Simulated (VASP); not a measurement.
Input of a VASP 6.6.1 run:

Contents of INCAR:

```
SYSTEM = AgBr
  ALGO = Normal
  EDIFF = 1E-7
  EDIFFG = -0.02
  ENCUT = 500
  GGA = PE
  GGA_COMPAT = .False.
  IBRION = 2
  ISIF = 8
  ISMEAR = -1
  LASPH = .True.
  LCHARG = .False.
  LREAL = .False.
  LWAVE = .False.
  NELM = 120
  NELMIN = 4
  NSW = 80
  PREC = Accurate
  SIGMA = 0.02
```

Contents of KPOINTS:

```
k-points
0
Gamma
  14 14 14
  0 0 0
```

The input POSCAR:

```
AgBr
1.0
    0.0000000000      2.8701500000      2.8701500000
    2.8701500000      0.0000000000      2.8701500000
    2.8701500000      2.8701500000      0.0000000000
Ag Br
1 1
Direct
    0.0000000000      0.0000000000      0.0000000000
    0.5000000000      0.5000000000      0.5000000000
```

Potentials or basis: VASP PAW PBE potentials, release 64 (Ag, Br).

Run with:

```console
$ cat potpaw_PBE.64/Ag/POTCAR potpaw_PBE.64/Br/POTCAR > POTCAR
$ mpirun -np 1 vasp_std > vasp.out
```

Task: What does it give for the relaxed volume?

Result: 24.81 Å³/atom.

Task: What does it give for the band gap on the k mesh?

Result: 0.69 eV (least direct gap 2.45 eV).

Task: Predict the relaxed cell.

Result: a = 4.125 Å, b = 4.125 Å, c = 4.125 Å, α = 60.00°, β = 60.00°, γ = 60.00°.

Task: What does it give for the space group after relaxing (to 0.1 Å)?

Result: Fm-3m (No. 225).

Final structure:
```cif
data_structure
_symmetry_space_group_name_H-M 'P 1'
_symmetry_Int_Tables_number 1
_cell_length_a 4.1248
_cell_length_b 4.1248
_cell_length_c 4.1248
_cell_angle_alpha 60.000
_cell_angle_beta 60.000
_cell_angle_gamma 60.000
_cell_volume 49.62
loop_
_atom_site_label
_atom_site_type_symbol
_atom_site_fract_x
_atom_site_fract_y
_atom_site_fract_z
_atom_site_occupancy
Ag1 Ag 0.00000 0.00000 0.00000 1
Br1 Br 0.50000 0.50000 0.50000 1
```

A k mesh can miss the band edges. PBE usually gives volumes a little too large and moduli too small.
